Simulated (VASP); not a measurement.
# SnO (Pmn2_1) in VASP: further runs

Runs on SnO. Level: LDA. Tasks: single point, relaxation of cell and atoms.

Program: VASP 6.6.1. These are calculated values, not measurements. Logs are shortened: lines on timing, memory, paths and dates and some standing lists are left out, and cuts for length are marked.

**1. The cell of the first run**

The structure is orthorhombic, space group Pmn2_1 (No. 31). Conventional cell: a = 3.278 Å, b = 5.623 Å, c = 3.667 Å, α = 90.00°, β = 90.00°, γ = 90.00°. Sn (site symmetry m) has 3 O at 2.13 to 2.14 Å within 2.8 Å. O (site symmetry m) has 3 Sn at 2.13 to 2.14 Å within 2.8 Å.

**2. Single point, LDA**

Contents of INCAR:

```
SYSTEM = SnO
PREC     = Accurate       ! precision mode
ENCUT    = 520            ! plane-wave cutoff, eV
EDIFF    = 1E-6           ! SCF threshold, eV
ISMEAR   = 0              ! smearing method
SIGMA    = 0.01           ! smearing width, eV
LREAL    = .FALSE.        ! projectors in reciprocal space
LASPH    = .TRUE.         ! aspherical terms in the spheres
NELM     = 60             ! most SCF steps
ALGO     = Normal         ! electronic algorithm
ISIF     = 2              ! what is computed and relaxed
LWAVE    = .FALSE.        ! write WAVECAR
LCHARG   = .FALSE.        ! write CHGCAR
NBANDS   = 28             ! bands
```

Contents of KPOINTS:

```
Automatic mesh
0
Gamma
  3 2 3
  0.5 0.5 0.5
```

Contents of POSCAR:

```
SnO
1.0
    3.2775696298      0.0000000000      0.0000000000
    0.0000000000      5.6233191226      0.0000000000
    0.0000000000      0.0000000000      3.6668058090
Sn O
2 2
Direct
    0.0000000000      0.2393682841      0.5385847834
    0.5000000000      0.7606317159      0.0385847834
    0.0000000000      0.8785652791      0.7114162166
    0.5000000000      0.1214347209      0.2114162166
```

Potentials or basis: VASP PAW LDA potentials, release 64 (Sn_d, O).

Run with:

```
$ cat potpaw_LDA.64/Sn_d/POTCAR potpaw_LDA.64/O/POTCAR > POTCAR
$ mpirun -np 1 vasp_std > vasp.out
```

OUTCAR:

```text
SYSTEM = SnO
   PREC = Accurate
   ENCUT = 520
   EDIFF = 1E-6
   ISMEAR = 0
   LREAL = .FALSE.
   LASPH = .TRUE.
   NELM = 60
   ISIF = 2

 ion  position               nearest neighbor table
   1  0.000  0.239  0.539-   3 2.13   4 2.14   4 2.14   2 3.65   2 3.65   2 3.65   2 3.65
   2  0.500  0.761  0.039-   4 2.13   3 2.14   3 2.14   1 3.65   1 3.65   1 3.65   1 3.65
   3  0.000  0.879  0.711-   1 2.13   2 2.14   2 2.14
   4  0.500  0.121  0.211-   2 2.13   1 2.14   1 2.14

  LATTYP: Found a simple orthorhombic cell.
 ALAT       =     3.2775696298
 B/A-ratio  =     1.1187575622
 C/A-ratio  =     1.7156978364

  Lattice vectors:

 A1 = (  -3.2775696298,   0.0000000000,   0.0000000000)
 A2 = (   0.0000000000,   0.0000000000,   3.6668058090)
 A3 = (   0.0000000000,   5.6233191226,   0.0000000000)

Analysis of symmetry for initial positions (statically):
=====================================================================
 Subroutine PRICEL returns:
 Original cell was already a primitive cell.

 Routine SETGRP: Setting up the symmetry group for a
 simple orthorhombic supercell.

 Subroutine GETGRP returns: Found  4 space group operations
 (whereof  2 operations were pure point group operations)
 out of a pool of  8 trial point group operations.

The static configuration has the point symmetry C_1h.
 The point group associated with its full space group is C_2v.

Analysis of symmetry for dynamics (positions and initial velocities):
=====================================================================
 Subroutine PRICEL returns:
 Original cell was already a primitive cell.

 Routine SETGRP: Setting up the symmetry group for a
 simple orthorhombic supercell.

 Subroutine GETGRP returns: Found  4 space group operations
 (whereof  2 operations were pure point group operations)
 out of a pool of  8 trial point group operations.

The dynamic configuration has the point symmetry C_1h.
 The point group associated with its full space group is C_2v.

 Subroutine INISYM returns: Found  4 space group operations
 (whereof  2 operations are pure point group operations),
 and found     1 'primitive' translations

----------------------------------------------------------------------------------------

                                     Primitive cell

  volume of cell :      67.5822

  direct lattice vectors                    reciprocal lattice vectors
     3.277569630  0.000000000  0.000000000     0.305104121  0.000000000  0.000000000
     0.000000000  5.623319123  0.000000000     0.000000000  0.177830918  0.000000000
     0.000000000  0.000000000  3.666805809     0.000000000  0.000000000  0.272716924

  length of vectors
     3.277569630  5.623319123  3.666805809     0.305104121  0.177830918  0.272716924

  position of ions in fractional coordinates (direct lattice)
     0.000000000  0.239368284  0.538584783
     0.500000000  0.760631716  0.038584783
     0.000000000  0.878565279  0.711416217
     0.500000000  0.121434721  0.211416217

  ion indices of the primitive-cell ions
   primitive index   ion index
                 1           1
                 2           2
                 3           3
                 4           4

----------------------------------------------------------------------------------------

 KPOINTS: Automatic mesh

Automatic generation of k-mesh.
 Grid dimensions read from file:
 generate k-points for:    3    2    3

 Generating k-lattice:

  Cartesian coordinates                     Fractional coordinates (reciprocal lattice)
     0.101701374  0.000000000  0.000000000     0.333333333  0.000000000  0.000000000
     0.000000000  0.088915459  0.000000000     0.000000000  0.500000000  0.000000000
     0.000000000  0.000000000  0.090905641     0.000000000  0.000000000  0.333333333

  Length of vectors
     0.101701374  0.088915459  0.090905641

  Shift w.r.t. Gamma in fractional coordinates (k-lattice)
     0.500000000  0.500000000  0.500000000

 Subroutine IBZKPT returns following result:
 ===========================================

 Found      4 irreducible k-points:

 Following reciprocal coordinates:
            Coordinates               Weight
  0.166667  0.250000  0.166667      8.000000
  0.500000  0.250000  0.166667      4.000000
  0.166667  0.250000  0.500000      4.000000
  0.500000  0.250000  0.500000      2.000000
   k-points           NKPTS =      4   k-points in BZ     NKDIM =      4   number of bands    NBANDS=     28
   number of dos      NEDOS =    301   number of ions     NIONS =      4
   total plane-waves  NPLWV =  28224
   dimension x,y,z NGX =    24 NGY =   42 NGZ =   28
   dimension x,y,z NGXF=    48 NGYF=   84 NGZF=   56
   ions per type =               2   2
   NGX,Y,Z   is equivalent  to a cutoff of  12.17, 12.42, 12.69 a.u.
   NGXF,Y,Z  is equivalent  to a cutoff of  24.35, 24.83, 25.39 a.u.
 SYSTEM =  SnO
   PREC   = accura    normal or accurate (medium, high low for compatibility)
   ISTART =      0    job   : 0-new  1-cont  2-samecut
   ICHARG =      2    charge: 1-file 2-atom 10-const
   ISPIN  =      1    spin polarized calculation?
   LNONCOLLINEAR =      F non collinear calculations
   LSORBIT =      F    spin-orbit coupling
   LASPH  =      T    aspherical Exc in radial PAW
   ENCUT  =  520.0 eV  38.22 Ry    6.18 a.u.   6.09 10.46  6.82*2*pi/ulx,y,z
   NELM   =     60;   NELMIN=  2; NELMDL= -5     # of ELM steps
   EDIFF  = 0.1E-05   stopping-criterion for ELM
   LREAL  =      F    real-space projection
   EDIFFG = 0.1E-04   stopping-criterion for IOM
   NSW    =      0    number of steps for IOM
   IBRION =     -1    ionic relax: 0-MD 1-quasi-New 2-CG
   NFREE  =      0    steps in history (QN), initial steepest desc. (CG)
   ISIF   =      2    stress and relaxation
   ISYM   =      2    0-nonsym 1-usesym 2-fastsym
   POTIM  = 0.5000    time-step for ionic-motion
   TEBEG  =    0.0;   TEEND  =   0.0 temperature during run
   PSTRESS=    0.0 pullay stress
   NELECT =      40.0000    total number of electrons
   NUPDOWN=      -1.0000    fix difference up-down
   EMIN   =  10.00;   EMAX   =-10.00  energy-range for DOS
   EFERMI =   0.00;   METHOD = LEGACY
   ISMEAR =     0;   SIGMA  =   0.01  broadening in eV -4-tet -1-fermi 0-gaus
   EFERMI_NEDOS =   21; number of points for ismear=-14 and -15
   IALGO  =     38    algorithm
   IMIX   =      4    mixing-type and parameters
     AMIX     =   0.40;   BMIX     =  1.00
     AMIX_MAG =   1.60;   BMIX_MAG =  1.00
  volume/ion in A,a.u.               =      16.90       114.02
  Fermi-wavevector in a.u.,A,eV,Ry     =   1.374519  2.597464 25.705508  1.889302
  Thomas-Fermi vector in A             =   2.499938
   LORBIT       =      0    0 simple, 1 ext, 2 COOP (PROOUT), +10 PAW based schemes
   GGA     = CA    functional components
   LHFCALC =     F    Hartree Fock is set to
   AEXX    =    0.0000 exact exchange contribution
   IVDW    =     0    specifies the selected vdW correction
   LEPSILON=     F    determine dielectric tensor
   LRPA    =     F    only Hartree local field effects (RPA)
 non-spin polarized calculation
 Gauss-broadening in eV      SIGMA  =   0.01
  energy-cutoff  :      520.00
  volume of cell :       67.58
 maximum number of plane-waves:      1832
 NGX is ok and might be reduce to    24
   NGX = 13   NGY = 21   NGZ = 13

 number of electron      39.9999998 magnetization

 Free energy of the ion-electron system (eV)
  ---------------------------------------------------
  ext. energy  EPLUGINS =         0.00000000
  ---------------------------------------------------
  free energy    TOTEN  =       -25.35055658 eV

  energy without entropy =      -25.35055658  energy(sigma->0) =      -25.35055658

 E-fermi :   6.0617     XC(G=0): -10.9080

 val. band max:        5.9488309347   @ k =   0.1667   0.2500   0.1667
 cond. band min:       8.5184359129   @ k =   0.5000   0.2500   0.1667
 fundamental gap:      2.5696049782
 Fermi energy:         6.0617258863

 k-point     1 :       0.1667    0.2500    0.1667
  band No.  band energies     occupation
      1     -14.7593      2.00000
      2     -14.4819      2.00000
      3     -14.3285      2.00000
      4     -14.3157      2.00000
      5     -14.2714      2.00000
      6     -14.2537      2.00000
[... 20 lines left out ...]
     27      16.5642      0.00000
     28      17.7958      0.00000

 k-point     2 :       0.5000    0.2500    0.1667
  band No.  band energies     occupation
      1     -14.7633      2.00000
      2     -14.7523      2.00000
      3     -14.2890      2.00000
      4     -14.2862      2.00000
      5     -14.2404      2.00000
      6     -14.2403      2.00000
[... 20 lines left out ...]
     27      16.1607      0.00000
     28      17.0439      0.00000

 k-point     3 :       0.1667    0.2500    0.5000
  band No.  band energies     occupation
      1     -14.6727      2.00000
      2     -14.6727      2.00000
      3     -14.3125      2.00000
      4     -14.3125      2.00000
      5     -14.2561      2.00000
      6     -14.2561      2.00000
[... 20 lines left out ...]
     27      17.0222      0.00000
     28      17.0222      0.00000

 k-point     4 :       0.5000    0.2500    0.5000
  band No.  band energies     occupation
      1     -14.8216      2.00000
      2     -14.8216      2.00000
      3     -14.3083      2.00000
      4     -14.3083      2.00000
      5     -14.1988      2.00000
      6     -14.1988      2.00000
[... 20 lines left out ...]
     27      16.2861      0.00000
     28      16.2861      0.00000

------------------------ aborting loop because EDIFF is reached ----------------------------------------

  FORCE on cell =-STRESS in cart. coord.  units (eV):
  Direction    XX          YY          ZZ          XY          YZ          ZX
  --------------------------------------------------------------------------------------
  -------------------------------------------------------------------------------------
  Total        0.1997004      0.2074967      0.1115645      0.0000000      0.0000000      0.0000000
  in kB        4.7343132      4.9191414      2.6448679      0.0000000      0.0000000      0.0000000
  external PRESSURE =       4.0994408 kB  Pullay stress =       0.0000000 kB

 VOLUME and BASIS-vectors are now :
 -----------------------------------------------------------------------------
  energy-cutoff  :      520.00
  volume of cell :       67.58
      direct lattice vectors                 reciprocal lattice vectors
     3.277569630  0.000000000  0.000000000     0.305104121  0.000000000  0.000000000
     0.000000000  5.623319123  0.000000000     0.000000000  0.177830918  0.000000000
     0.000000000  0.000000000  3.666805809     0.000000000  0.000000000  0.272716924

 POSITION                                       TOTAL-FORCE (eV/Angst)
 -----------------------------------------------------------------------------------
      0.00000      1.34604      1.97489         0.000000      0.111106      0.037003
      1.63878      4.27727      0.14148         0.000000     -0.111106      0.037003
      0.00000      4.94045      2.60863         0.000000      0.004692     -0.037003
      1.63878      0.68287      0.77522         0.000000     -0.004692     -0.037003
 -----------------------------------------------------------------------------------
    total drift:                                0.000000     -0.000000      0.000001

  FREE ENERGIE OF THE ION-ELECTRON SYSTEM (eV)
  ---------------------------------------------------
  free  energy   TOTEN  =       -25.3505565818 eV

  energy  without entropy=      -25.3505565818  energy(sigma->0) =      -25.35055658
```

Wall time 8.9 s (1 thread of AMD EPYC 7R43 (Zen 3), shared host); peak memory 0.11 GiB.

What came out:

```yaml
Free_energy: -25.3506 eV
Pressure: 0.4 GPa
Largest_force: 0.117 eV/Å
Band_gap_on_the_k_mesh: 2.57 eV, indirect (least direct gap 3.17 eV)
```

Forces on the atoms (eV/Å):
```
Sn   0.000  0.111  0.037
Sn   0.000 -0.111  0.037
O    0.000  0.005 -0.037
O    0.000 -0.005 -0.037
```

Stress tensor (GPa, compression positive):
```
0.47 0.00 0.00
0.00 0.49 0.00
0.00 0.00 0.26
```

Caveat: the k points lie up to 0.64 Å⁻¹ apart; spin-orbit coupling is left out, which moves the levels of the heavy elements. A k mesh can miss the band edges.

**3. Relaxation of cell and atoms, LDA**

This run uses another cell than the first one, of 20.09 Å³/atom, 1.189 times its volume.

Contents of INCAR:

```
SYSTEM = SnO
  ALGO = Normal
  EDIFF = 1E-7
  EDIFFG = -0.001
  ENCUT = 600
  GGA = CA
  IBRION = 2
  ISIF = 3
  ISMEAR = 0
  LASPH = .TRUE.
  LCHARG = .FALSE.
  LREAL = .FALSE.
  LWAVE = .FALSE.
  NELM = 100
  NSW = 80
  PREC = Accurate
  SIGMA = 0.01
```

KPOINTS is that of step 2.

Contents of POSCAR:

```
SnO
1.0
    3.3550050000      0.0000000000      0.0000000000
    0.0000000000      5.6741040000      0.0000000000
    0.0000000000      0.0000000000      4.2219700000
Sn O
2 2
Direct
    0.0000000000      0.2319090000      0.5131440000
    0.5000000000      0.7680910000      0.0131440000
    0.0000000000      0.8912500000      0.7368570000
    0.5000000000      0.1087500000      0.2368570000
```

Potentials or basis: VASP PAW LDA potentials, release 64 (Sn_d, O).

Run with:

```
$ cat potpaw_LDA.64/Sn_d/POTCAR potpaw_LDA.64/O/POTCAR > POTCAR
$ mpirun -np 1 vasp_std > vasp.out
```

It took 4.6 min on 1 thread of AMD EPYC 7R43 (Zen 3), shared host; peak memory 0.15 GiB.

The run converged. Its results:

```
Free energy                            : -25.3720 eV
Relaxed volume                         : 16.79 Å³/atom
Relaxed cell                           : a = 3.278 Å, b = 5.614 Å, c = 3.650 Å, α = 90.00°, β = 90.00°, γ = 90.00°
Space group after relaxing (to 0.05 Å) : Pmn2_1 (No. 31)
Energy gained by relaxing              : 42.8 meV/atom
Ionic steps                            : 48
Pressure after relaxing                : 0.0 GPa
Band gap on the k mesh                 : 2.56 eV, indirect (least direct gap 3.18 eV)
```

The path:
```
step  energy change (eV)  largest force (eV/Å)  pressure (GPa)  volume (Å³)
   1              0.0000                0.6051           -5.37        80.37
   3             -0.0819                0.3780           -0.53        76.42
   5             -0.1132                0.1813           -0.21        72.88
   7             -0.1313                0.2688            0.71        69.58
   9             -0.1378                0.2489           -0.63        69.66
  11             -0.1466                0.2413            0.35        68.62
  13             -0.1583                0.1364           -0.52        68.05
  15             -0.1643                0.1271            0.59        66.89
  17             -0.1667                0.0846           -0.22        67.01
  19             -0.1692                0.0298            0.36        66.55
  21             -0.1703                0.0966           -0.22        66.88
  23             -0.1711                0.0135            0.10        66.89
  25             -0.1712                0.0192           -0.03        67.02
  27             -0.1712                0.0035            0.03        67.04
  29             -0.1712                0.0054           -0.06        67.15
  31             -0.1712                0.0074            0.01        67.12
  33             -0.1712                0.0028           -0.01        67.13
  35             -0.1712                0.0030            0.01        67.13
  37             -0.1712                0.0027            0.00        67.14
  39             -0.1712                0.0024            0.00        67.15
  41             -0.1712                0.0013           -0.01        67.15
  43             -0.1712                0.0010           -0.01        67.15
  45             -0.1712                0.0014            0.00        67.15
  47             -0.1712                0.0014            0.00        67.16
  48             -0.1712                0.0003            0.00        67.16
```

Final structure:
```cif
data_structure
_symmetry_space_group_name_H-M 'P 1'
_symmetry_Int_Tables_number 1
_cell_length_a 3.2776
_cell_length_b 5.6142
_cell_length_c 3.6496
_cell_angle_alpha 90.000
_cell_angle_beta 90.000
_cell_angle_gamma 90.000
_cell_volume 67.16
loop_
_atom_site_label
_atom_site_type_symbol
_atom_site_fract_x
_atom_site_fract_y
_atom_site_fract_z
_atom_site_occupancy
Sn1 Sn 0.00000 0.24090 0.54055 1
Sn2 Sn 0.50000 0.75910 0.04055 1
O1 O 0.00000 0.87772 0.70945 1
O2 O 0.50000 0.12228 0.20945 1
```

Levels at points of the mesh, in eV from the valence-band top:
```
           k point  band 17  band 18  band 19  band 20  band 21  band 22  band 23  band 24
(0.17, 0.25, 0.17)    -2.84    -2.46    -1.45     0.00     3.64     4.51     5.62     6.29
```

Caveat: the k points lie up to 0.64 Å⁻¹ apart in the final cell; the volume moved by over 15 % at a fixed basis, so the end points are rough; spin-orbit coupling is left out, which moves the levels of the heavy elements. Expect the measured gap to be larger: semilocal functionals such as LDA lack the derivative discontinuity.

[end of part 1 of 2]
